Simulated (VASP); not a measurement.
NaCl:

```
Na Cl
1.0
     3.45955    0.00000    0.00000
     0.00000    3.45955    0.00000
     0.00000    0.00000    3.45955
Na Cl
1 1
Direct
  0.00000 0.00000 0.00000
  0.50000 0.50000 0.50000
```

Base run:

```yaml
Program: VASP 6.6.1
Functional: r2SCAN
Potentials_or_basis: VASP PAW PBE potentials, release 64 (Na_pv, Cl)
Cutoff: 520 eV
k_mesh: 6 × 6 × 6
Occupations: fermi-dirac, width 0.05 eV
Spin: no spin polarisation
```

Its results: band gap on the k mesh 4.95 eV, indirect (least direct gap 5.49 eV); pressure -0.3 GPa.

**Question.** The run is repeated on the same cell with these changes: k mesh from 6 × 6 × 6 to 5 × 5 × 5; occupations from fermi-dirac, width 0.05 eV to gaussian, width 0.01 eV. What comes out?

**Answer.** Band gap on the k mesh 5.01 eV, indirect (least direct gap 5.49 eV); pressure -0.3 GPa.

Caveats: the PAW data sets were made with another functional, which shifts forces and pressure a little.

A k mesh can miss the band edges.
